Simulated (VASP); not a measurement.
# Ir (P6_3/mmc) in VASP: further runs, part 2 of 2

VASP 6.6.1. The steps go on from the part before.

## Step 3: Single point, BLYP (volume scaled by 0.92)

File INCAR:

```
SYSTEM = Ir
  AGGAC = 1.0
  AGGAX = 1.0
  ALDAC = 0.0
  ALDAX = 1.0
  ALGO = Normal
  EDIFF = 1E-7
  ENCUT = 520
  GGA = B5
  ISIF = 2
  ISMEAR = -1
  LASPH = .TRUE.
  LCHARG = .FALSE.
  LREAL = .FALSE.
  LWAVE = .FALSE.
  NBANDS = 26
  NELM = 60
  PREC = Accurate
  SIGMA = 0.1
```

File KPOINTS:

```
k-points
0
G
  15 15 4
  0 0 0
```

File POSCAR:

```
Ir
1.0
    2.7092004788      0.0000000000      0.0000000000
   -1.3546002394      2.3462364386      0.0000000000
    0.0000000000      0.0000000000      8.8528405563
Ir
4
Direct
    1.0000000000      1.0000000000      1.0000000000
    1.0000000000      1.0000000000      0.5000000000
    0.3333333333      0.6666666667      0.2500000000
    0.6666666667      0.3333333333      0.7500000000
```

Potentials or basis: VASP PAW PBE potentials, release 64 (Ir).

Launch:

```console
$ cat potpaw_PBE.64/Ir/POTCAR > POTCAR
$ mpirun -np 1 vasp_std > vasp.out
```

OUTCAR:

```text
SYSTEM = Ir
   EDIFF = 1E-7
   ENCUT = 520
   GGA = B5
   ISIF = 2
   ISMEAR = -1
   LASPH = .TRUE.
   LREAL = .FALSE.
   NELM = 60
   PREC = Accurate

 ion  position               nearest neighbor table
   1  0.000  0.000  0.000-   3 2.71   4 2.71   4 2.71   3 2.71   4 2.71   3 2.71
   2  0.000  0.000  0.500-   3 2.71   4 2.71   4 2.71   3 2.71   4 2.71   3 2.71
   3  0.333  0.667  0.250-   1 2.71   2 2.71   1 2.71   2 2.71   1 2.71   2 2.71
   4  0.667  0.333  0.750-   1 2.71   2 2.71   1 2.71   2 2.71   1 2.71   2 2.71

  LATTYP: Found a hexagonal cell.
 ALAT       =     2.7092004788
 C/A-ratio  =     3.2676948884

  Lattice vectors:

 A1 = (   2.7092004788,   0.0000000000,   0.0000000000)
 A2 = (  -1.3546002394,   2.3462364386,   0.0000000000)
 A3 = (   0.0000000000,   0.0000000000,   8.8528405563)

Analysis of symmetry for initial positions (statically):
=====================================================================
 Subroutine PRICEL returns:
 Original cell was already a primitive cell.

 Routine SETGRP: Setting up the symmetry group for a
 hexagonal supercell.

 Subroutine GETGRP returns: Found 24 space group operations
 (whereof 12 operations were pure point group operations)
 out of a pool of 24 trial point group operations.

The static configuration has the point symmetry D_3d.
 The point group associated with its full space group is D_6h.

Analysis of symmetry for dynamics (positions and initial velocities):
=====================================================================
 Subroutine PRICEL returns:
 Original cell was already a primitive cell.

 Routine SETGRP: Setting up the symmetry group for a
 hexagonal supercell.

 Subroutine GETGRP returns: Found 24 space group operations
 (whereof 12 operations were pure point group operations)
 out of a pool of 24 trial point group operations.

The dynamic configuration has the point symmetry D_3d.
 The point group associated with its full space group is D_6h.

 Subroutine INISYM returns: Found 24 space group operations
 (whereof 12 operations are pure point group operations),
 and found     1 'primitive' translations

----------------------------------------------------------------------------------------

                                     Primitive cell

  volume of cell :      56.2724

  direct lattice vectors                    reciprocal lattice vectors
     2.709200479  0.000000000  0.000000000     0.369112588  0.213107252  0.000000000
    -1.354600239  2.346236439  0.000000000     0.000000000  0.426214504  0.000000000
     0.000000000  0.000000000  8.852840556     0.000000000  0.000000000  0.112958094

  length of vectors
     2.709200479  2.709200479  8.852840556     0.426214504  0.426214504  0.112958094

  position of ions in fractional coordinates (direct lattice)
     0.000000000  0.000000000  0.000000000
     0.000000000  0.000000000  0.500000000
     0.333333333  0.666666667  0.250000000
     0.666666667  0.333333333  0.750000000

  ion indices of the primitive-cell ions
   primitive index   ion index
                 1           1
                 2           2
                 3           3
                 4           4

----------------------------------------------------------------------------------------

 KPOINTS: k-points

Automatic generation of k-mesh.
 Grid dimensions read from file:
 generate k-points for:   15   15    4

 Generating k-lattice:

  Cartesian coordinates                     Fractional coordinates (reciprocal lattice)
     0.024607506  0.014207150  0.000000000     0.066666667  0.000000000  0.000000000
     0.000000000  0.028414300  0.000000000     0.000000000  0.066666667  0.000000000
     0.000000000  0.000000000  0.028239524     0.000000000  0.000000000  0.250000000

  Length of vectors
     0.028414300  0.028414300  0.028239524

  Shift w.r.t. Gamma in fractional coordinates (k-lattice)
     0.000000000  0.000000000  0.000000000

 Subroutine IBZKPT returns following result:
 ===========================================

 Found     81 irreducible k-points:

 Following reciprocal coordinates:
            Coordinates               Weight
  0.000000  0.000000  0.000000      1.000000
  0.066667  0.000000  0.000000      6.000000
  0.133333  0.000000  0.000000      6.000000
  0.200000  0.000000  0.000000      6.000000
  0.266667  0.000000  0.000000      6.000000
  0.333333 -0.000000  0.000000      6.000000
[... 16 lines left out ...]
  0.333333  0.200000  0.000000     12.000000
  0.400000  0.200000  0.000000      6.000000
 [... further k-points ...]
   k-points           NKPTS =     81   k-points in BZ     NKDIM =     81   number of bands    NBANDS=     26
   number of dos      NEDOS =    301   number of ions     NIONS =      4
   total plane-waves  NPLWV =  28000
   dimension x,y,z NGX =    20 NGY =   20 NGZ =   70
   dimension x,y,z NGXF=    40 NGYF=   40 NGZF=  140
   ions per type =               4
   NGX,Y,Z   is equivalent  to a cutoff of  12.27, 12.27, 13.15 a.u.
   NGXF,Y,Z  is equivalent  to a cutoff of  24.55, 24.55, 26.29 a.u.
 SYSTEM =  Ir
   PREC   = accura    normal or accurate (medium, high low for compatibility)
   ISTART =      0    job   : 0-new  1-cont  2-samecut
   ICHARG =      2    charge: 1-file 2-atom 10-const
   ISPIN  =      1    spin polarized calculation?
   LNONCOLLINEAR =      F non collinear calculations
   LSORBIT =      F    spin-orbit coupling
   LASPH  =      T    aspherical Exc in radial PAW
   ENCUT  =  520.0 eV  38.22 Ry    6.18 a.u.   5.04  5.04 16.46*2*pi/ulx,y,z
   NELM   =     60;   NELMIN=  2; NELMDL= -5     # of ELM steps
   EDIFF  = 0.1E-06   stopping-criterion for ELM
   LREAL  =      F    real-space projection
   EDIFFG = 0.1E-05   stopping-criterion for IOM
   NSW    =      0    number of steps for IOM
   IBRION =     -1    ionic relax: 0-MD 1-quasi-New 2-CG
   NFREE  =      0    steps in history (QN), initial steepest desc. (CG)
   ISIF   =      2    stress and relaxation
   ISYM   =      2    0-nonsym 1-usesym 2-fastsym
   POTIM  = 0.5000    time-step for ionic-motion
   TEBEG  =    0.0;   TEEND  =   0.0 temperature during run
   PSTRESS=    0.0 pullay stress
   NELECT =      36.0000    total number of electrons
   NUPDOWN=      -1.0000    fix difference up-down
   EMIN   =  10.00;   EMAX   =-10.00  energy-range for DOS
   EFERMI =   0.00;   METHOD = LEGACY
   ISMEAR =    -1;   SIGMA  =   0.10  broadening in eV -4-tet -1-fermi 0-gaus
   EFERMI_NEDOS =   21; number of points for ismear=-14 and -15
   IALGO  =     38    algorithm
   IMIX   =      4    mixing-type and parameters
     AMIX     =   0.40;   BMIX     =  1.00
     AMIX_MAG =   1.60;   BMIX_MAG =  1.00
  volume/ion in A,a.u.               =      14.07        94.94
  Fermi-wavevector in a.u.,A,eV,Ry     =   1.410621  2.665688 27.073591  1.989853
  Thomas-Fermi vector in A             =   2.532556
   LORBIT       =      0    0 simple, 1 ext, 2 COOP (PROOUT), +10 PAW based schemes
   GGA     = B5    functional components
   LHFCALC =     F    Hartree Fock is set to
   AEXX    =    0.0000 exact exchange contribution
   IVDW    =     0    specifies the selected vdW correction
   LEPSILON=     F    determine dielectric tensor
   LRPA    =     F    only Hartree local field effects (RPA)
 non-spin polarized calculation
  energy-cutoff  :      520.00
  volume of cell :       56.27
 maximum number of plane-waves:      1536
   NGX = 11   NGY = 11   NGZ = 33

 number of electron      36.0000000 magnetization

 Free energy of the ion-electron system (eV)
  ---------------------------------------------------
  ext. energy  EPLUGINS =         0.00000000
  ---------------------------------------------------
  free energy    TOTEN  =       -29.23008127 eV

  energy without entropy =      -29.10515748  energy(sigma->0) =      -29.16761937

 E-fermi :  11.1145     XC(G=0): -13.3069

 val. band max:       11.1117188578   @ k =   0.3333   0.3333   0.0000
 cond. band min:      11.1159085324   @ k =   0.1333   0.1333   0.0000
 fundamental gap:      0.0041896746
 Fermi energy:        11.1144509837

 k-point     1 :       0.0000    0.0000    0.0000
  band No.  band energies     occupation
      1       0.1250      2.00000
      2       2.3013      2.00000
      3       2.3384      2.00000
      4       3.0144      2.00000
      5       6.7337      2.00000
      6       6.7744      2.00000
[... 18 lines left out ...]
     25      18.3838      0.00000
     26      24.4409      0.00000
[... 644 lines left out ...]
      4       5.3311      2.00000
      5       5.4431      2.00000
      6       5.6540      2.00000
[... 18 lines left out ...]
     25      18.4310      0.00000
     26      18.9301      0.00000

 [... further k-points ...]
[... 5 lines left out ...]
  --------------------------------------------------------------------------------------
  -------------------------------------------------------------------------------------
  Total       11.6840090     11.6840090     11.6999359      0.0000000      0.0000000      0.0000000
  in kB      332.6648418    332.6648418    333.1183101      0.0000000      0.0000000      0.0000000
  external PRESSURE =     332.8159979 kB  Pullay stress =       0.0000000 kB

 VOLUME and BASIS-vectors are now :
 -----------------------------------------------------------------------------
  energy-cutoff  :      520.00
  volume of cell :       56.27
      direct lattice vectors                 reciprocal lattice vectors
     2.709200479  0.000000000  0.000000000     0.369112588  0.213107252  0.000000000
    -1.354600239  2.346236439  0.000000000     0.000000000  0.426214504  0.000000000
     0.000000000  0.000000000  8.852840556     0.000000000  0.000000000  0.112958094

 POSITION                                       TOTAL-FORCE (eV/Angst)
 -----------------------------------------------------------------------------------
      0.00000      0.00000      0.00000         0.000000      0.000000     -0.000000
      0.00000      0.00000      4.42642         0.000000      0.000000     -0.000000
     -0.00000      1.56416      2.21321        -0.000000      0.000000     -0.000000
      1.35460      0.78208      6.63963         0.000000      0.000000      0.000000
 -----------------------------------------------------------------------------------
    total drift:                                0.000000     -0.000000      0.000000

  FREE ENERGIE OF THE ION-ELECTRON SYSTEM (eV)
  ---------------------------------------------------
  free  energy   TOTEN  =       -29.2300812671 eV

  energy  without entropy=      -29.1051574812  energy(sigma->0) =      -29.16761937
```

Run time: 60 s. Hardware: 1 thread of Intel Xeon 6975P-C (Granite Rapids), shared host; peak memory 0.22 GiB.

What came out:

- Free energy: -29.2301 eV
- Pressure: 33.3 GPa
- Band gap on the k mesh: zero (band 18 reaches 12.11 eV, above the bottom of band 19 at 9.55 eV)

Caveat: the PAW data sets were made with another functional, which shifts forces and pressure a little; spin-orbit coupling is left out, which moves the levels of the heavy elements.

## Step 4: Single point, BLYP

File INCAR:

```
PREC = Accurate
ENCUT = 520
EDIFF = 1E-7
ISMEAR = -1
SIGMA = 0.1
LREAL = False
LASPH = True
NELM = 60
ALGO = Normal
ISIF = 2
LWAVE = False
LCHARG = False
GGA = B5
ALDAX = 1.0
AGGAX = 1.0
AGGAC = 1.0
ALDAC = 0.0
NBANDS = 26
```

File KPOINTS:

```
Automatic mesh
0
Gamma
  15 15 4
```

File POSCAR:

```
Ir
1.0
    2.7855558338      0.0000000000      0.0000000000
   -1.3927779169      2.4123621157      0.0000000000
    0.0000000000      0.0000000000      9.1023465597
Ir
4
Direct
    1.0000000000      1.0000000000      1.0000000000
    1.0000000000      1.0000000000      0.5000000000
    0.3333333333      0.6666666667      0.2500000000
    0.6666666667      0.3333333333      0.7500000000
```

Potentials or basis: VASP PAW PBE potentials, release 64 (Ir).

Launch:

```console
$ cat potpaw_PBE.64/Ir/POTCAR > POTCAR
$ mpirun -np 1 vasp_std > vasp.out
```

OUTCAR:

```text
PREC = Accurate
   ENCUT = 520
   EDIFF = 1E-7
   ISMEAR = -1
   LREAL = False
   LASPH = True
   NELM = 60
   ISIF = 2
   GGA = B5

 ion  position               nearest neighbor table
   1  0.000  0.000  0.000-   3 2.79   4 2.79   3 2.79   4 2.79   4 2.79   3 2.79
   2  0.000  0.000  0.500-   3 2.79   4 2.79   3 2.79   4 2.79   4 2.79   3 2.79
   3  0.333  0.667  0.250-   1 2.79   2 2.79   1 2.79   2 2.79   1 2.79   2 2.79
   4  0.667  0.333  0.750-   1 2.79   2 2.79   1 2.79   2 2.79   1 2.79   2 2.79

  LATTYP: Found a hexagonal cell.
 ALAT       =     2.7855558338
[... 891 lines left out ...]
 [... further k-points ...]
[... 5 lines left out ...]
  --------------------------------------------------------------------------------------
  -------------------------------------------------------------------------------------
  Total        0.8760241      0.8760241      0.8418278      0.0000000      0.0000000     -0.0000000
  in kB       22.9466285     22.9466285     22.0508901      0.0000000      0.0000000     -0.0000000
  external PRESSURE =      22.6480491 kB  Pullay stress =       0.0000000 kB

 VOLUME and BASIS-vectors are now :
 -----------------------------------------------------------------------------
  energy-cutoff  :      520.00
  volume of cell :       61.17
      direct lattice vectors                 reciprocal lattice vectors
     2.785555834  0.000000000  0.000000000     0.358994779  0.207265732  0.000000000
    -1.392777917  2.412362116  0.000000000     0.000000000  0.414531464  0.000000000
     0.000000000  0.000000000  9.102346560     0.000000000  0.000000000  0.109861781

 POSITION                                       TOTAL-FORCE (eV/Angst)
 -----------------------------------------------------------------------------------
      0.00000      0.00000      0.00000         0.000000      0.000000      0.000000
      0.00000      0.00000      4.55117         0.000000      0.000000      0.000000
     -0.00000      1.60824      2.27559        -0.000000      0.000000     -0.000000
      1.39278      0.80412      6.82676         0.000000     -0.000000     -0.000000
 -----------------------------------------------------------------------------------
    total drift:                               -0.000000      0.000000      0.000000

  FREE ENERGIE OF THE ION-ELECTRON SYSTEM (eV)
  ---------------------------------------------------
  free  energy   TOTEN  =       -29.7359781815 eV

  energy  without entropy=      -29.5885068709  energy(sigma->0) =      -29.66224253
```

stdout:

```text
POSCAR found type information on POSCAR Ir
 POSCAR found :  1 types and       4 ions
 scaLAPACK will be used
 -----------------------------------------------------------------------------
|                                                                             |
|                                                                             |
|     You enforced a specific xc type in the INCAR file but a different       |
|     I HOPE YOU KNOW WHAT YOU ARE DOING!                                     |
|                                                                             |
 -----------------------------------------------------------------------------

 LDA part: xc-table for (Slater(with rela. corr.)+VWN5), standard interpolation
 POSCAR, INCAR and KPOINTS ok, starting setup
 FFT: planning ... GRIDC
 FFT: planning ... GRID_SOFT
 FFT: planning ... GRID
 WAVECAR not read
 entering main loop
```

Run time: 80 s. Hardware: 1 thread of Intel Xeon 6975P-C (Granite Rapids), shared host; peak memory 0.24 GiB.

What came out:

```yaml
Free_energy: -29.7360 eV
Pressure: 2.3 GPa
Band_gap_on_the_k_mesh: zero (band 18 reaches 10.54 eV, above the bottom of band 19 at 8.33 eV)
```

Levels at points of the mesh, in eV from the Fermi level:
```csv
k point,band 14,band 15,band 16,band 17,band 18,band 19,band 20,band 21,band 22,band 23
"(0.00, 0.00, 0.00)",-2.95,-2.95,-1.61,-1.61,-0.92,-0.92,-0.34,-0.34,-0.25,0.59
"(0.00, 0.00, 0.50)",-3.20,-2.20,-2.20,-1.25,-1.25,-1.25,-1.25,0.17,0.17,0.17
```

Caveat: the PAW data sets were made with another functional, which shifts forces and pressure a little; spin-orbit coupling is left out, which moves the levels of the heavy elements.

## Step 5: Summary

```csv
cell,k mesh,gap on the mesh (eV),pressure (GPa)
"a = 2.786, b = 2.786, c = 9.102 Å, angles 90.0, 90.0, 120.0°, 4 atoms",13 × 13 × 4,none,2.3
"a = 2.709, b = 2.709, c = 8.853 Å, angles 90.0, 90.0, 120.0°, 4 atoms",15 × 15 × 4,none,33.3
"a = 2.786, b = 2.786, c = 9.102 Å, angles 90.0, 90.0, 120.0°, 4 atoms",15 × 15 × 4,none,2.3
```

Alike in all rows: task single point; level BLYP; potentials or basis VASP PAW PBE potentials, release 64 (Ir); no spin polarisation; cutoff (eV) 520; smearing fermi-dirac 0.1 eV.

Caveats: the PAW data sets were made with another functional, which shifts forces and pressure a little; spin-orbit coupling is left out, which moves the levels of the heavy elements.

Absolute energies hang on the potentials; compare differences alone.
